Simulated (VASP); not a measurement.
# CoO (Pm-3m) in VASP: a series of runs

CoO is run at these levels: PBE; tasks: single point, relaxation of cell and atoms.

Everything below comes from runs of VASP 6.6.1. Logs are shortened: lines on timing, memory, paths and dates and some standing lists are left out, and cuts for length are marked.

### Step 1. The cell of the first run

The structure is cubic, space group Pm-3m (No. 221). The conventional cell has a = 2.616 Å, b = 2.616 Å, c = 2.616 Å, α = 90.00°, β = 90.00°, γ = 90.00°. Co (site symmetry m-3m) has 8 O at 2.27 Å and 6 Co at 2.62 Å within 3.0 Å. O (site symmetry m-3m) has 8 Co at 2.27 Å and 6 O at 2.62 Å within 3.0 Å.

### Step 2. Single point, PBE, collinear spin, antiferromagnetic start

The input, INCAR:

```
ALGO     = Normal         # electronic algorithm
EDIFF    = 1E-6           # SCF threshold, eV
ENCUT    = 520            # plane-wave cutoff, eV
GGA      = PE             # functional
ISIF     = 2              # what is computed and relaxed
ISMEAR   = 0              # smearing method
ISPIN    = 2              # spin polarisation
LASPH    = True           # aspherical terms in the spheres
LCHARG   = False          # write CHGCAR
LMAXMIX  = 4              # l up to which the mixer works
LORBIT   = 11             # projections on sites
LREAL    = False          # projectors in reciprocal space
LWAVE    = False          # write WAVECAR
MAGMOM   = 3 -3 0 0       # initial moments
NBANDS   = 27             # bands
NELM     = 150            # most SCF steps
PREC     = Accurate       # precision mode
SIGMA    = 0.1            # smearing width, eV
```

The input, KPOINTS:

```
k-points
0
Gamma
  16 16 8
```

The input, POSCAR:

```
CoO
1.0
    2.6161540276      0.0000000000      2.6161540276
    0.0000000000      2.6161540276      2.6161540276
    0.0000000000      0.0000000000      5.2323080552
Co O
2 2
Direct
    0.0000000000      0.0000000000      0.0000000000
    0.0000000000      0.0000000000      0.5000000000
    0.5000000000      0.5000000000      0.7500000000
    0.5000000000      0.5000000000      0.2500000000
```

Potentials or basis: VASP PAW PBE potentials, release 64 (Co, O).

Run with:

```bash
$ cat potpaw_PBE.64/Co/POTCAR potpaw_PBE.64/O/POTCAR > POTCAR
$ mpirun -np 1 vasp_std > vasp.out
```

OUTCAR:

```text
EDIFF = 1E-6
   ENCUT = 520
   GGA = PE
   ISIF = 2
   ISMEAR = 0
   ISPIN = 2
   LASPH = True
   LORBIT = 11
   LREAL = False
   NELM = 150
   PREC = Accurate

 ion  position               nearest neighbor table
   1  0.000  0.000  0.000-   3 2.27   4 2.27   3 2.27   4 2.27   3 2.27   4 2.27   3 2.27   4 2.27
                             2 2.62   2 2.62   2 2.62   2 2.62   2 2.62   2 2.62
   2  0.000  0.000  0.500-   4 2.27   3 2.27   3 2.27   4 2.27   3 2.27   4 2.27   4 2.27   3 2.27
                             1 2.62   1 2.62   1 2.62   1 2.62   1 2.62   1 2.62
   3  0.500  0.500  0.750-   2 2.27   1 2.27   1 2.27   2 2.27   1 2.27   2 2.27   2 2.27   1 2.27

   4  0.500  0.500  0.250-   1 2.27   2 2.27   1 2.27   2 2.27   1 2.27   2 2.27   1 2.27   2 2.27

  LATTYP: Found a face centered cubic cell.
 ALAT       =     5.2323080552

  Lattice vectors:

 A1 = (   2.6161540276,  -2.6161540276,   0.0000000000)
 A2 = (   2.6161540276,   0.0000000000,   2.6161540276)
 A3 = (   0.0000000000,  -2.6161540276,   2.6161540276)

Analysis of symmetry for initial positions (statically):
=====================================================================
 Subroutine PRICEL returns following result:

  LATTYP: Found a simple cubic cell.
 ALAT       =     2.6161540276
[... 12 lines left out ...]
 Subroutine GETGRP returns: Found 48 space group operations
 (whereof 48 operations were pure point group operations)
 out of a pool of 48 trial point group operations.

The static configuration has the point symmetry O_h .

Analysis of symmetry for dynamics (positions and initial velocities):
=====================================================================
 Subroutine PRICEL returns following result:

  LATTYP: Found a simple cubic cell.
 ALAT       =     2.6161540276
[... 12 lines left out ...]
 Subroutine GETGRP returns: Found 48 space group operations
 (whereof 48 operations were pure point group operations)
 out of a pool of 48 trial point group operations.

The dynamic configuration has the point symmetry O_h .

Analysis of structural, dynamic, and magnetic symmetry:
=====================================================================
 Subroutine PRICEL returns following result:

  LATTYP: Found a simple cubic cell.
 ALAT       =     2.6161540276
[... 12 lines left out ...]
 Subroutine GETGRP returns: Found 48 space group operations
 (whereof 48 operations were pure point group operations)
 out of a pool of 48 trial point group operations.

The overall configuration has the point symmetry O_h .

 Subroutine INISYM returns: Found 48 space group operations
 (whereof 48 operations are pure point group operations),
 and found     2 'primitive' translations

----------------------------------------------------------------------------------------

                                     Primitive cell

  volume of cell :      17.9056

  direct lattice vectors                    reciprocal lattice vectors
     0.000000000 -2.616154028  0.000000000     0.000000000 -0.382240491  0.000000000
     2.616154028  0.000000000  0.000000000     0.382240491  0.000000000  0.000000000
     0.000000000  0.000000000  2.616154028     0.000000000  0.000000000  0.382240491

  length of vectors
     2.616154028  2.616154028  2.616154028     0.382240491  0.382240491  0.382240491

  position of ions in fractional coordinates (direct lattice)
     0.000000000  0.000000000  0.000000000
     0.500000000  0.500000000  0.500000000

  ion indices of the primitive-cell ions
   primitive index   ion index
                 1           1
                 2           3

----------------------------------------------------------------------------------------

 KPOINTS: k-points

Automatic generation of k-mesh.
 Grid dimensions read from file:
 generate k-points for:   16   16    8

 Generating k-lattice:

  Cartesian coordinates                     Fractional coordinates (reciprocal lattice)
     0.023890031  0.000000000  0.000000000     0.062500000  0.000000000  0.000000000
     0.000000000  0.023890031  0.000000000     0.000000000  0.062500000  0.000000000
    -0.023890031 -0.023890031  0.023890031     0.000000000  0.000000000  0.125000000

  Length of vectors
     0.023890031  0.023890031  0.041378747

  Shift w.r.t. Gamma in fractional coordinates (k-lattice)
     0.000000000  0.000000000  0.000000000

 Subroutine IBZKPT returns following result:
 ===========================================

 Found     85 irreducible k-points:

 Following reciprocal coordinates:
            Coordinates               Weight
  0.000000  0.000000  0.000000      1.000000
  0.062500  0.000000  0.000000      6.000000
  0.125000  0.000000  0.000000      6.000000
  0.187500  0.000000  0.000000      6.000000
  0.250000  0.000000  0.000000      6.000000
  0.312500  0.000000  0.000000      6.000000
[... 16 lines left out ...]
  0.437500  0.125000  0.000000     24.000000
  0.500000  0.125000  0.000000     12.000000
 [... further k-points ...]
   k-points           NKPTS =     85   k-points in BZ     NKDIM =     85   number of bands    NBANDS=     27
   number of dos      NEDOS =    301   number of ions     NIONS =      4
   total plane-waves  NPLWV =  31360
   dimension x,y,z NGX =    28 NGY =   28 NGZ =   40
   dimension x,y,z NGXF=    56 NGYF=   56 NGZF=   80
   ions per type =               2   2
   NGX,Y,Z   is equivalent  to a cutoff of  12.58, 12.58, 12.71 a.u.
   NGXF,Y,Z  is equivalent  to a cutoff of  25.16, 25.16, 25.42 a.u.
 SYSTEM =  unknown system
   PREC   = accura    normal or accurate (medium, high low for compatibility)
   ISTART =      0    job   : 0-new  1-cont  2-samecut
   ICHARG =      2    charge: 1-file 2-atom 10-const
   ISPIN  =      2    spin polarized calculation?
   LNONCOLLINEAR =      F non collinear calculations
   LSORBIT =      F    spin-orbit coupling
   LASPH  =      T    aspherical Exc in radial PAW
   ENCUT  =  520.0 eV  38.22 Ry    6.18 a.u.   6.88  6.88  9.73*2*pi/ulx,y,z
   NELM   =    150;   NELMIN=  2; NELMDL= -5     # of ELM steps
   EDIFF  = 0.1E-05   stopping-criterion for ELM
   LREAL  =      F    real-space projection
   EDIFFG = 0.1E-04   stopping-criterion for IOM
   NSW    =      0    number of steps for IOM
   IBRION =     -1    ionic relax: 0-MD 1-quasi-New 2-CG
   NFREE  =      0    steps in history (QN), initial steepest desc. (CG)
   ISIF   =      2    stress and relaxation
   ISYM   =      2    0-nonsym 1-usesym 2-fastsym
   POTIM  = 0.5000    time-step for ionic-motion
   TEBEG  =    0.0;   TEEND  =   0.0 temperature during run
   PSTRESS=    0.0 pullay stress
   NELECT =      30.0000    total number of electrons
   NUPDOWN=      -1.0000    fix difference up-down
   EMIN   =  10.00;   EMAX   =-10.00  energy-range for DOS
   EFERMI =   0.00;   METHOD = LEGACY
   ISMEAR =     0;   SIGMA  =   0.10  broadening in eV -4-tet -1-fermi 0-gaus
   EFERMI_NEDOS =   21; number of points for ismear=-14 and -15
   IALGO  =     38    algorithm
   IMIX   =      4    mixing-type and parameters
     AMIX     =   0.40;   BMIX     =  1.00
     AMIX_MAG =   1.60;   BMIX_MAG =  1.00
  volume/ion in A,a.u.               =       8.95        60.42
  Fermi-wavevector in a.u.,A,eV,Ry     =   1.543270  2.916358 32.404759  2.381683
  Thomas-Fermi vector in A             =   2.648957
   LORBIT       =     11    0 simple, 1 ext, 2 COOP (PROOUT), +10 PAW based schemes
   GGA     = PE    functional components
   LHFCALC =     F    Hartree Fock is set to
   AEXX    =    0.0000 exact exchange contribution
   IVDW    =     0    specifies the selected vdW correction
   LEPSILON=     F    determine dielectric tensor
   LRPA    =     F    only Hartree local field effects (RPA)
 spin polarized calculation
 Gauss-broadening in eV      SIGMA  =   0.10
  energy-cutoff  :      520.00
  volume of cell :       35.81
 maximum number of plane-waves:       982
 NGX is ok and might be reduce to    28

 number of electron      30.0000005 magnetization      -0.0000000

 number of electron      30.0000005 magnetization       0.0000000

 Free energy of the ion-electron system (eV)
  ---------------------------------------------------
  ext. energy  EPLUGINS =         0.00000000
  ---------------------------------------------------
  free energy    TOTEN  =       -25.01505479 eV

  energy without entropy =      -25.01504666  energy(sigma->0) =      -25.01505073

 E-fermi :   8.8082     XC(G=0): -12.9708

 val. band max:        8.5654539172   @ k =   0.0000   0.0000   0.0000
 cond. band min:       9.0362818835   @ k =   0.0000   0.0000   0.5000
 fundamental gap:      0.4708279663
 Fermi energy:         8.8082030979

 spin component 1

 k-point     1 :       0.0000    0.0000    0.0000
  band No.  band energies     occupation
      1     -11.4034      1.00000
      2      -8.4864      1.00000
      3       1.9097      1.00000
      4       1.9098      1.00000
      5       1.9099      1.00000
      6       5.2965      1.00000
[... 709 lines left out ...]
     26      26.2365      0.00000
     27      27.2170      0.00000

 [... further k-points ...]

 spin component 2

 k-point     1 :       0.0000    0.0000    0.0000
  band No.  band energies     occupation
      1     -11.4034      1.00000
      2      -8.4864      1.00000
      3       1.9097      1.00000
      4       1.9098      1.00000
      5       1.9099      1.00000
      6       5.2965      1.00000
[... 709 lines left out ...]
     26      26.2365      0.00000
     27      27.2170      0.00000

 [... further k-points ...]
[... 5 lines left out ...]
  --------------------------------------------------------------------------------------
  -------------------------------------------------------------------------------------
  Total       -0.2434831     -0.2434831     -0.2434831      0.0000000      0.0000000      0.0000000
  in kB      -10.8933004    -10.8933004    -10.8933004      0.0000000      0.0000000      0.0000000
  external PRESSURE =     -10.8933004 kB  Pullay stress =       0.0000000 kB

 VOLUME and BASIS-vectors are now :
 -----------------------------------------------------------------------------
  energy-cutoff  :      520.00
  volume of cell :       35.81
      direct lattice vectors                 reciprocal lattice vectors
     2.616154028  0.000000000  2.616154028     0.382240491  0.000000000  0.000000000
     0.000000000  2.616154028  2.616154028     0.000000000  0.382240491  0.000000000
     0.000000000  0.000000000  5.232308055    -0.191120245 -0.191120245  0.191120245

 POSITION                                       TOTAL-FORCE (eV/Angst)
 -----------------------------------------------------------------------------------
      0.00000      0.00000      0.00000        -0.000000      0.000000      0.000000
      0.00000      0.00000      2.61615        -0.000000      0.000000      0.000000
      1.30808      1.30808      6.54039         0.000000     -0.000000     -0.000000
      1.30808      1.30808      3.92423         0.000000     -0.000000      0.000000
 -----------------------------------------------------------------------------------
    total drift:                                0.000000     -0.000000     -0.000000

  FREE ENERGIE OF THE ION-ELECTRON SYSTEM (eV)
  ---------------------------------------------------
  free  energy   TOTEN  =       -25.0150547939 eV

  energy  without entropy=      -25.0150466610  energy(sigma->0) =      -25.01505073

 total charge

# of ion       s       p       d       tot
------------------------------------------
    1        0.291   0.346   7.175   7.812
    2        0.291   0.346   7.175   7.812
    3        1.577   3.348   0.000   4.924
    4        1.577   3.348   0.000   4.924
--------------------------------------------------
tot          3.736   7.387  14.350  25.473

 magnetization (x)

# of ion       s       p       d       tot
------------------------------------------
    1        0.006   0.009   2.369   2.384
    2       -0.006  -0.009  -2.369  -2.384
    3        0.000   0.000   0.000   0.000
    4        0.000   0.000   0.000   0.000
--------------------------------------------------
tot          0.000   0.000   0.000   0.000
```

It took 2.9 min on 1 thread of AMD EPYC 9R45 (Zen 5), shared host; peak memory 0.25 GiB.

What came out:

```yaml
Free_energy: -25.0151 eV
Pressure: -1.1 GPa
Band_gap_on_the_k_mesh: 0.47 eV
Net_moment: 0.00 μB per cell
Site_moments: Co +2.38, -2.38; O +0.00 μB
Valence_electrons_inside_the_program's_atomic_spheres: Co 7.81; O 4.92
```

A k mesh can miss the band edges.

### Step 3. Relaxation of cell and atoms, PBE, collinear spin, ferromagnetic start

This run uses another cell than the first one: it holds 2 atoms, not 4.

The input, INCAR:

```
SYSTEM = CoO
ALGO = Normal
EDIFF = 1E-6
EDIFFG = -0.01
ENCUT = 600
GGA = PE
IBRION = 2
ISIF = 3
ISMEAR = 0
ISPIN = 2
LASPH = .TRUE.
LCHARG = .FALSE.
LMAXMIX = 4
LORBIT = 11
LREAL = .FALSE.
LWAVE = .FALSE.
MAGMOM = 2.74 0.52
NELM = 150
NSW = 100
PREC = Accurate
SIGMA = 0.1
```

The input, KPOINTS:

```
k-points
0
G
  16 16 16
  0 0 0
```

The input, POSCAR:

```
CoO
1.0
    2.6161540276      0.0000000000      0.0000000000
    0.0000000000      2.6161540276      0.0000000000
    0.0000000000      0.0000000000      2.6161540276
Co O
1 1
Direct
    0.0000000000      0.0000000000      0.0000000000
    0.5000000000      0.5000000000      0.5000000000
```

Potentials or basis: VASP PAW PBE potentials, release 64 (Co, O).

Run with:

```bash
$ cat potpaw_PBE.64/Co/POTCAR potpaw_PBE.64/O/POTCAR > POTCAR
$ mpirun -np 1 vasp_std > vasp.out
```

Wall time 1.9 min (1 thread of AMD EPYC 9R45 (Zen 5), shared host); peak memory 0.19 GiB.

It converged, with:

```
Free energy                                           : -12.4023 eV
Relaxed volume                                        : 8.92 Å³/atom
Relaxed cell                                          : a = 2.613 Å, b = 2.613 Å, c = 2.613 Å, α = 90.00°, β = 90.00°, γ = 90.00°
Space group after relaxing (to 0.1 Å)                 : Pm-3m (No. 221)
Energy gained by relaxing                             : 0.1 meV/atom
Ionic steps                                           : 3
Pressure after relaxing                               : 0.1 GPa
Band gap on the k mesh                                : zero (filled and empty bands overlap)
Net moment                                            : 3.00 μB per cell
Site moments                                          : Co +2.50; O +0.45 μB
Valence electrons inside the program's atomic spheres : Co 7.81; O 4.93
```

The path:
```
step  energy change (eV)  largest force (eV/Å)  pressure (GPa)  volume (Å³)
   1              0.0000                0.0000           -0.69        17.91
   2             -0.0001                0.0000            0.23        17.81
   3             -0.0002                0.0000            0.09        17.83
```

Final structure:
```
CELL_PARAMETERS angstrom
2.61258 0.00000 0.00000
0.00000 2.61258 0.00000
0.00000 0.00000 2.61258
ATOMIC_POSITIONS crystal
Co 0.00000 0.00000 0.00000
O 0.50000 0.50000 0.50000
```

Levels at points of the mesh, in eV from the Fermi level:
Spin up:
```
           k point  band 5  band 6  band 7  band 8  band 9  band 10  band 11  band 12  band 13
(0.00, 0.00, 0.00)   -2.81   -2.81   -2.56   -2.56   -2.56     0.71    15.48    15.48    19.97
(0.50, 0.00, 0.00)   -3.95   -2.48   -1.62   -0.36   -0.36     6.18     8.04    16.47    17.68
(0.50, 0.50, 0.00)   -3.18   -3.12   -3.12   -1.90   -1.60     5.69    11.16    11.16    16.76
(0.50, 0.50, 0.50)   -1.56   -1.56   -0.37   -0.37   -0.37     6.79     6.79     6.79    14.64
```
Spin down:
| k point | band 4 | band 5 | band 6 | band 7 | band 8 | band 9 |
| --- | --- | --- | --- | --- | --- | --- |
| (0.00, 0.00, 0.00) | -2.01 | -2.01 | -2.01 | 0.50 | 0.50 | 0.50 |
| (0.50, 0.00, 0.00) | -2.93 | -2.14 | 0.43 | 0.60 | 1.80 | 1.80 |
| (0.50, 0.50, 0.00) | -2.17 | -1.04 | -0.42 | -0.22 | -0.22 | 0.62 |
| (0.50, 0.50, 0.50) | -6.12 | 0.66 | 0.66 | 2.10 | 2.10 | 2.10 |

Caveat: a cell with one magnetic atom can't hold antiferromagnetic order, which such compounds often take; semilocal functionals often make such compounds metallic where correlation or magnetic order opens a gap, which also shifts bond lengths. With open d or f shells a metallic result of PBE can be an artefact of self-interaction; +U or a hybrid may open a gap.
